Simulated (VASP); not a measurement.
# Sr (Fd-3m) in VASP: a series of runs

Sr is run at these levels: PBE; tasks: relaxation of cell and atoms.

Everything below comes from runs of VASP 6.6.1. Logs are shortened: lines on timing, memory, paths and dates and some standing lists are left out, and cuts for length are marked.

## Step 1: The cell of the first run

Symmetry: Fd-3m, No. 227, cubic system. The conventional cell has a = 6.266 Å, b = 6.266 Å, c = 6.266 Å, α = 90.00°, β = 90.00°, γ = 90.00°. Within 3.6 Å of Sr (site symmetry -43m) lie 4 Sr at 2.71 Å.

## Step 2: Relaxation of cell and atoms, PBE, target pressure 12 GPa, at which the enthalpy is minimised

INCAR

```
SYSTEM = Sr
PREC = Accurate ; ENCUT = 600
EDIFF = 1E-6 ; ISMEAR = -1
SIGMA = 0.1 ; LREAL = .False.
LASPH = .True. ; NELM = 80
ALGO = Normal ; ISIF = 3
LWAVE = .False. ; LCHARG = .False.
GGA = PE ; IBRION = 2
NSW = 32 ; EDIFFG = -0.005
PSTRESS = 120.0
```

KPOINTS

```
Automatic mesh
0
Gamma
  10 10 10
  0 0 0
```

POSCAR

```
Sr
1.0
    0.0000000000      3.1328756772      3.1328756772
    3.1328756772      0.0000000000      3.1328756772
    3.1328756772      3.1328756772      0.0000000000
Sr
2
Direct
   -0.1250000000     -0.1250000000     -0.1250000000
    0.1250000000      0.1250000000      0.1250000000
```

Potentials or basis: VASP PAW PBE potentials, release 64 (Sr_sv).

Started as:

```bash
$ cat potpaw_PBE.64/Sr_sv/POTCAR > POTCAR
$ mpirun -np 1 vasp_std > vasp.out
```

OUTCAR:

```text
SYSTEM = Sr
   PREC = Accurate
   ENCUT = 600
   EDIFF = 1E-6
   ISMEAR = -1
   LREAL = .False.
   LASPH = .True.
   NELM = 80
   ISIF = 3
   GGA = PE
   IBRION = 2
   NSW = 32
   EDIFFG = -0.005
   PSTRESS = 120.0

 ion  position               nearest neighbor table
   1  0.875  0.875  0.875-   2 2.71   2 2.71   2 2.71   2 2.71
   2  0.125  0.125  0.125-   1 2.71   1 2.71   1 2.71   1 2.71

  LATTYP: Found a face centered cubic cell.
 ALAT       =     6.2657513544

  Lattice vectors:

 A1 = (   0.0000000000,   3.1328756772,   3.1328756772)
 A2 = (   3.1328756772,   0.0000000000,   3.1328756772)
 A3 = (   3.1328756772,   3.1328756772,   0.0000000000)

Analysis of symmetry for initial positions (statically):
=====================================================================
 Subroutine PRICEL returns:
 Original cell was already a primitive cell.

 Routine SETGRP: Setting up the symmetry group for a
 face centered cubic supercell.

 Subroutine GETGRP returns: Found 48 space group operations
 (whereof 12 operations were pure point group operations)
 out of a pool of 48 trial point group operations.

The static configuration has the point symmetry D_3d.
 The point group associated with its full space group is O_h .

Analysis of symmetry for dynamics (positions and initial velocities):
=====================================================================
 Subroutine PRICEL returns:
 Original cell was already a primitive cell.

 Routine SETGRP: Setting up the symmetry group for a
 face centered cubic supercell.

 Subroutine GETGRP returns: Found 48 space group operations
 (whereof 12 operations were pure point group operations)
 out of a pool of 48 trial point group operations.

The dynamic configuration has the point symmetry D_3d.
 The point group associated with its full space group is O_h .

 Subroutine INISYM returns: Found 48 space group operations
 (whereof 12 operations are pure point group operations),
 and found     1 'primitive' translations

----------------------------------------------------------------------------------------

                                     Primitive cell

  volume of cell :      61.4978

  direct lattice vectors                    reciprocal lattice vectors
     0.000000000  3.132875677  3.132875677    -0.159597779  0.159597779  0.159597779
     3.132875677  0.000000000  3.132875677     0.159597779 -0.159597779  0.159597779
     3.132875677  3.132875677  0.000000000     0.159597779  0.159597779 -0.159597779

  length of vectors
     4.430555272  4.430555272  4.430555272     0.276431462  0.276431462  0.276431462

  position of ions in fractional coordinates (direct lattice)
     0.875000000  0.875000000  0.875000000
     0.125000000  0.125000000  0.125000000

  ion indices of the primitive-cell ions
   primitive index   ion index
                 1           1
                 2           2

----------------------------------------------------------------------------------------

 KPOINTS: Automatic mesh

Automatic generation of k-mesh.
 Grid dimensions read from file:
 generate k-points for:   10   10   10

 Generating k-lattice:

  Cartesian coordinates                     Fractional coordinates (reciprocal lattice)
    -0.015959778  0.015959778  0.015959778     0.100000000  0.000000000  0.000000000
     0.015959778 -0.015959778  0.015959778     0.000000000  0.100000000  0.000000000
     0.015959778  0.015959778 -0.015959778     0.000000000  0.000000000  0.100000000

  Length of vectors
     0.027643146  0.027643146  0.027643146

  Shift w.r.t. Gamma in fractional coordinates (k-lattice)
     0.000000000  0.000000000  0.000000000

 Subroutine IBZKPT returns following result:
 ===========================================

 Found     47 irreducible k-points:

 Following reciprocal coordinates:
            Coordinates               Weight
  0.000000  0.000000  0.000000      1.000000
  0.100000  0.000000  0.000000      8.000000
  0.200000  0.000000  0.000000      8.000000
  0.300000  0.000000  0.000000      8.000000
  0.400000  0.000000  0.000000      8.000000
  0.500000  0.000000  0.000000      4.000000
[... 16 lines left out ...]
  0.300000  0.300000  0.000000      6.000000
  0.400000  0.300000  0.000000     24.000000
 [... further k-points ...]
   k-points           NKPTS =     47   k-points in BZ     NKDIM =     47   number of bands    NBANDS=     14
   number of dos      NEDOS =    301   number of ions     NIONS =      2
   total plane-waves  NPLWV =  46656
   dimension x,y,z NGX =    36 NGY =   36 NGZ =   36
   dimension x,y,z NGXF=    72 NGYF=   72 NGZF=   72
   ions per type =               2
   NGX,Y,Z   is equivalent  to a cutoff of  13.51, 13.51, 13.51 a.u.
   NGXF,Y,Z  is equivalent  to a cutoff of  27.02, 27.02, 27.02 a.u.
 SYSTEM =  Sr
   PREC   = accura    normal or accurate (medium, high low for compatibility)
   ISTART =      0    job   : 0-new  1-cont  2-samecut
   ICHARG =      2    charge: 1-file 2-atom 10-const
   ISPIN  =      1    spin polarized calculation?
   LNONCOLLINEAR =      F non collinear calculations
   LSORBIT =      F    spin-orbit coupling
   LASPH  =      T    aspherical Exc in radial PAW
   ENCUT  =  600.0 eV  44.10 Ry    6.64 a.u.   8.85  8.85  8.85*2*pi/ulx,y,z
   NELM   =     80;   NELMIN=  2; NELMDL= -5     # of ELM steps
   EDIFF  = 0.1E-05   stopping-criterion for ELM
   LREAL  =      F    real-space projection
   EDIFFG = -.5E-02   stopping-criterion for IOM
   NSW    =     32    number of steps for IOM
   IBRION =      2    ionic relax: 0-MD 1-quasi-New 2-CG
   NFREE  =      1    steps in history (QN), initial steepest desc. (CG)
   ISIF   =      3    stress and relaxation
   ISYM   =      2    0-nonsym 1-usesym 2-fastsym
   POTIM  = 0.5000    time-step for ionic-motion
   TEBEG  =    0.0;   TEEND  =   0.0 temperature during run
   PSTRESS=  120.0 pullay stress
   NELECT =      20.0000    total number of electrons
   NUPDOWN=      -1.0000    fix difference up-down
   EMIN   =  10.00;   EMAX   =-10.00  energy-range for DOS
   EFERMI =   0.00;   METHOD = LEGACY
   ISMEAR =    -1;   SIGMA  =   0.10  broadening in eV -4-tet -1-fermi 0-gaus
   EFERMI_NEDOS =   21; number of points for ismear=-14 and -15
   IALGO  =     38    algorithm
   IMIX   =      4    mixing-type and parameters
     AMIX     =   0.40;   BMIX     =  1.00
     AMIX_MAG =   1.60;   BMIX_MAG =  1.00
  volume/ion in A,a.u.               =      30.75       207.50
  Fermi-wavevector in a.u.,A,eV,Ry     =   1.125810  2.127472 17.244671  1.267448
  Thomas-Fermi vector in A             =   2.262489
   LORBIT       =      0    0 simple, 1 ext, 2 COOP (PROOUT), +10 PAW based schemes
   GGA     = PE    functional components
   LHFCALC =     F    Hartree Fock is set to
   AEXX    =    0.0000 exact exchange contribution
   IVDW    =     0    specifies the selected vdW correction
   LEPSILON=     F    determine dielectric tensor
   LRPA    =     F    only Hartree local field effects (RPA)
 conjugate gradient relaxation of ions
 non-spin polarized calculation
  energy-cutoff  :      600.00
  volume of cell :       61.50
 maximum number of plane-waves:      2085
   NGX = 17   NGY = 17   NGZ = 17

--------------------------------------- Ionic step        1  -------------------------------------------

 number of electron      20.0000000 magnetization

 Free energy of the ion-electron system (eV)
  ---------------------------------------------------
  ext. energy  EPLUGINS =         0.00000000
  ---------------------------------------------------
  free energy    TOTEN  =         0.93061642 eV

  energy without entropy =        0.96834140  energy(sigma->0) =        0.94947891

------------------------ aborting loop because EDIFF is reached ----------------------------------------

  FORCE on cell =-STRESS in cart. coord.  units (eV):
  Direction    XX          YY          ZZ          XY          YZ          ZX
  --------------------------------------------------------------------------------------
  -------------------------------------------------------------------------------------
  Total        4.7897491      4.7897491      4.7897491     -0.0000000     -0.0000000      0.0000000
  in kB      124.7854258    124.7854258    124.7854258     -0.0000000     -0.0000000      0.0000000
  external PRESSURE =       4.7854258 kB  Pullay stress =     120.0000000 kB
[... 61 lines left out ...]
  enthalpy is  TOTEN    =         5.5360439707 eV   P V=        4.6675615659

--------------------------------------- Ionic step        3  -------------------------------------------

 number of electron      20.0000000 magnetization

 Free energy of the ion-electron system (eV)
  ---------------------------------------------------
  ext. energy  EPLUGINS =         0.00000000
  ---------------------------------------------------
  free energy    TOTEN  =         0.88820378 eV

  energy without entropy =        0.92620948  energy(sigma->0) =        0.90720663

 E-fermi :   3.5947     XC(G=0):  -9.2308

 val. band max:        3.5406459142   @ k =   0.1000   0.1000   0.0000
 cond. band min:       3.6658079129   @ k =   0.3000   0.0000   0.0000
 fundamental gap:      0.1251619988
 Fermi energy:         3.5947250671

 k-point     1 :       0.0000    0.0000    0.0000
  band No.  band energies     occupation
      1     -33.5397      2.00000
      2     -32.1937      2.00000
      3     -15.9361      2.00000
      4     -15.9361      2.00000
      5     -15.9361      2.00000
      6     -14.1859      2.00000
      7     -14.1859      2.00000
      8     -14.1859      2.00000
      9       0.2599      2.00000
     10       3.9401      0.06132
     11       3.9401      0.06132
     12       5.5740      0.00000
     13       5.5740      0.00000
     14       5.5740      0.00000
[... 375 lines left out ...]
 k-point    24 :       0.4000    0.3000    0.0000
  band No.  band energies     occupation
      1     -33.1891      2.00000
      2     -32.5950      2.00000
      3     -16.3677      2.00000
      4     -16.3418      2.00000
      5     -15.4564      2.00000
      6     -14.6624      2.00000
      7     -13.6697      2.00000
      8     -13.6510      2.00000
      9       2.2813      2.00000
     10       2.3703      1.99999
     11       4.8617      0.00001
     12       5.2113      0.00000
     13       5.6867      0.00000
     14       5.8385      0.00000

 [... further k-points ...]
[... 5 lines left out ...]
  --------------------------------------------------------------------------------------
  -------------------------------------------------------------------------------------
  Total        4.6476360      4.6476360      4.6476360     -0.0000000      0.0000000      0.0000000
  in kB      119.9994557    119.9994557    119.9994557     -0.0000000      0.0000000      0.0000000
  external PRESSURE =      -0.0005443 kB  Pullay stress =     120.0000000 kB
[... 17 lines left out ...]
  FREE ENERGIE OF THE ION-ELECTRON SYSTEM (eV)
  ---------------------------------------------------
  free  energy   TOTEN  =         0.8882037763 eV

  energy  without entropy=        0.9262094764  energy(sigma->0) =        0.90720663

  enthalpy is  TOTEN    =         5.5358608229 eV   P V=        4.6476570467

 reached required accuracy - stopping structural energy minimisation
```

Run time: 70 s. Hardware: 1 thread of AMD EPYC 9R45 (Zen 5), shared host; peak memory 0.19 GiB.

What came out:

| Quantity | Value |
| --- | --- |
| Free energy | 0.8882 eV |
| Relaxed volume | 31.03 Å³/atom |
| Relaxed cell | a = 4.444 Å, b = 4.444 Å, c = 4.444 Å, α = 60.00°, β = 60.00°, γ = 60.00° |
| Space group after relaxing (to 0.05 Å) | Fd-3m (No. 227) |
| Energy change on relaxing (the enthalpy is what falls) | -21.2 meV/atom |
| Ionic steps | 3 |
| Pressure after relaxing | 12.0 GPa |
| Band gap on the k mesh | zero (band 10 reaches 3.94 eV, above the bottom of band 11 at 3.46 eV) |

The path:
```
step  energy change (eV)  largest force (eV/Å)  pressure (GPa)  volume (Å³)
   1              0.0000                0.0000           12.48        61.50
   2             -0.0621                0.0000           11.78        62.32
   3             -0.0424                0.0000           12.00        62.05
```

Final structure:
```cif
data_structure
_symmetry_space_group_name_H-M 'P 1'
_symmetry_Int_Tables_number 1
_cell_length_a 4.4439
_cell_length_b 4.4439
_cell_length_c 4.4439
_cell_angle_alpha 60.000
_cell_angle_beta 60.000
_cell_angle_gamma 60.000
_cell_volume 62.05
loop_
_atom_site_label
_atom_site_type_symbol
_atom_site_fract_x
_atom_site_fract_y
_atom_site_fract_z
_atom_site_occupancy
Sr1 Sr 0.87500 0.87500 0.87500 1
Sr2 Sr 0.12500 0.12500 0.12500 1
```

Caveat: the cell is relaxed towards a set pressure, so the enthalpy falls and the energy may rise.

## Step 3: Relaxation of cell and atoms, PBE, target pressure 12 GPa, at which the enthalpy is minimised

This run uses another cell than the first one, of 36.83 Å³/atom, 1.198 times its volume.

INCAR

```
SYSTEM = Sr
ALGO     = Normal         ! electronic algorithm
EDIFF    = 1E-6           ! SCF threshold, eV
EDIFFG   = -0.005         ! ionic threshold
ENCUT    = 600            ! plane-wave cutoff, eV
GGA      = PE             ! functional
IBRION   = 2              ! ionic algorithm
ISIF     = 3              ! what is computed and relaxed
ISMEAR   = -1             ! smearing method
LASPH    = .TRUE.         ! aspherical terms in the spheres
LCHARG   = .FALSE.        ! write CHGCAR
LREAL    = .FALSE.        ! projectors in reciprocal space
LWAVE    = .FALSE.        ! write WAVECAR
NELM     = 80             ! most SCF steps
NSW      = 60             ! ionic steps
PREC     = Accurate       ! precision mode
PSTRESS  = 120.0        
SIGMA    = 0.1            ! smearing width, eV
```

KPOINTS

```
k-points
0
G
  10 10 10
  0 0 0
```

POSCAR

```
Sr
1.0
    0.0000000000      3.3271939616      3.3271939616
    3.3271939616      0.0000000000      3.3271939616
    3.3271939616      3.3271939616      0.0000000000
Sr
2
Direct
   -0.1250000000     -0.1250000000     -0.1250000000
    0.1250000000      0.1250000000      0.1250000000
```

Potentials or basis: VASP PAW PBE potentials, release 64 (Sr_sv).

Started as:

```bash
$ cat potpaw_PBE.64/Sr_sv/POTCAR > POTCAR
$ mpirun -np 1 vasp_std > vasp.out
```

OUTCAR:

```text
SYSTEM = Sr
   EDIFF = 1E-6
   EDIFFG = -0.005
   ENCUT = 600
   GGA = PE
   IBRION = 2
   ISIF = 3
   ISMEAR = -1
   LASPH = .TRUE.
   LREAL = .FALSE.
   NELM = 80
   NSW = 60
   PREC = Accurate
   PSTRESS = 120.0

 ion  position               nearest neighbor table
   1  0.875  0.875  0.875-   2 2.88   2 2.88   2 2.88   2 2.88
   2  0.125  0.125  0.125-   1 2.88   1 2.88   1 2.88   1 2.88

  LATTYP: Found a face centered cubic cell.
 ALAT       =     6.6543879232

  Lattice vectors:

 A1 = (   0.0000000000,   3.3271939616,   3.3271939616)
 A2 = (   3.3271939616,   0.0000000000,   3.3271939616)
 A3 = (   3.3271939616,   3.3271939616,   0.0000000000)

Analysis of symmetry for initial positions (statically):
=====================================================================
 Subroutine PRICEL returns:
 Original cell was already a primitive cell.

 Routine SETGRP: Setting up the symmetry group for a
 face centered cubic supercell.

 Subroutine GETGRP returns: Found 48 space group operations
 (whereof 12 operations were pure point group operations)
 out of a pool of 48 trial point group operations.

The static configuration has the point symmetry D_3d.
 The point group associated with its full space group is O_h .

Analysis of symmetry for dynamics (positions and initial velocities):
[... 165 lines left out ...]
 val. band max:        2.9148972119   @ k =   0.4000   0.0000   0.0000
 cond. band min:       2.9323968863   @ k =  -0.1000   0.1000   0.0000
 fundamental gap:      0.0174996745
 Fermi energy:         2.9156488517

 k-point     1 :       0.0000    0.0000    0.0000
  band No.  band energies     occupation
      1     -34.2297      2.00000
      2     -33.4172      2.00000
      3     -16.5862      2.00000
      4     -16.5862      2.00000
      5     -16.5862      2.00000
      6     -15.3294      2.00000
      7     -15.3294      2.00000
      8     -15.3294      2.00000
      9      -0.5405      2.00000
     10       3.2798      0.05108
     11       3.2798      0.05108
     12       4.4866      0.00000
     13       4.4866      0.00000
     14       4.4866      0.00000
[... 500 lines left out ...]
  energy  without entropy=        0.9281864280  energy(sigma->0) =        0.90919207

  enthalpy is  TOTEN    =         5.5351825723 eV   P V=        4.6449848532

[... ionic steps 4 to 12 ...]

--------------------------------------- Ionic step       13  -------------------------------------------

 number of electron      20.0000000 magnetization

------------------------ aborting loop because EDIFF is reached ----------------------------------------
[... 71 lines left out ...]
--------------------------------------- Ionic step       15  -------------------------------------------

 number of electron      20.0000000 magnetization

 Free energy of the ion-electron system (eV)
  ---------------------------------------------------
  ext. energy  EPLUGINS =         0.00000000
  ---------------------------------------------------
  free energy    TOTEN  =         0.88793909 eV

  energy without entropy =        0.92594298  energy(sigma->0) =        0.90694103

 E-fermi :   3.5951     XC(G=0):  -9.2312

 val. band max:        3.5409559708   @ k =   0.1000   0.1000   0.0000
 cond. band min:       3.6661380883   @ k =   0.3000   0.0000   0.0000
 fundamental gap:      0.1251821175
 Fermi energy:         3.5950871083

 k-point     1 :       0.0000    0.0000    0.0000
  band No.  band energies     occupation
      1     -33.5393      2.00000
      2     -32.1929      2.00000
      3     -15.9358      2.00000
      4     -15.9358      2.00000
      5     -15.9358      2.00000
      6     -14.1853      2.00000
      7     -14.1853      2.00000
      8     -14.1853      2.00000
      9       0.2606      2.00000
     10       3.9404      0.06133
     11       3.9404      0.06133
     12       5.5746      0.00000
     13       5.5746      0.00000
     14       5.5746      0.00000
[... 424 lines left out ...]
  energy  without entropy=        0.9259429812  energy(sigma->0) =        0.90694103

  enthalpy is  TOTEN    =         5.5351770854 eV   P V=        4.6472379991

 reached required accuracy - stopping structural energy minimisation
```

CONTCAR:

```text
Sr
   1.00000000000000
    -0.0000000000000000    3.1421825931875933    3.1421825931875933
     3.1421825931875933   -0.0000000000000000    3.1421825931875933
     3.1421825931875933    3.1421825931875933    0.0000000000000000
  Sr
     2
Direct
     0.8750000000000000    0.8750000000000000    0.8750000000000000
     0.1250000000000000    0.1250000000000000    0.1250000000000000

  0.00000000E+00  0.00000000E+00  0.00000000E+00
  0.00000000E+00  0.00000000E+00  0.00000000E+00
```

Run time: 3.9 min. Hardware: 1 thread of AMD EPYC 9R45 (Zen 5), shared host; peak memory 0.24 GiB.

What came out:

```yaml
Free_energy: 0.8879 eV
Relaxed_volume: 31.02 Å³/atom
Relaxed_cell: a = 4.444 Å, b = 4.444 Å, c = 4.444 Å, α = 60.00°, β = 60.00°, γ = 60.00°
Space_group_after_relaxing_to_0.05_Å: Fd-3m (No. 227)
Energy_change_on_relaxing_the_enthalpy_is_what_falls: +307.1 meV/atom
Ionic_steps: 15
Pressure_after_relaxing: 12.0 GPa
Band_gap_on_the_k_mesh: zero (band 10 reaches 3.94 eV, above the bottom of band 11 at 3.46 eV)
```

Step by step:
```tsv
step	energy change (eV)	largest force (eV/Å)	pressure (GPa)	volume (Å³)
1	0.0000	0.0000	6.00	73.67
2	0.7873	0.0000	13.97	59.91
3	0.6164	0.0000	12.04	62.02
4	0.6000	0.0000	11.84	62.24
5	0.6005	0.0000	11.84	62.23
6	0.6018	0.0000	11.85	62.21
7	0.6018	0.0000	11.86	62.21
8	0.6018	0.0000	11.86	62.21
9	0.6019	0.0000	11.86	62.21
10	0.6021	0.0000	11.85	62.21
11	0.6025	0.0000	11.87	62.20
12	0.6033	0.0000	11.87	62.19
13	0.6048	0.0000	11.88	62.17
14	0.6079	0.0000	11.93	62.13
15	0.6142	0.0000	12.00	62.05
```

Final structure:
```yaml
crystal:
  lattice:
    - [0.00000, 3.14218, 3.14218]
    - [3.14218, 0.00000, 3.14218]
    - [3.14218, 3.14218, 0.00000]
  atoms:
    - { symbol: Sr, position: [0.87500, 0.87500, 0.87500] }
    - { symbol: Sr, position: [0.12500, 0.12500, 0.12500] }
```

Caveat: the cell is relaxed towards a set pressure, so the enthalpy falls and the energy may rise; the volume moved by over 15 % at a fixed basis, so the end points are rough.
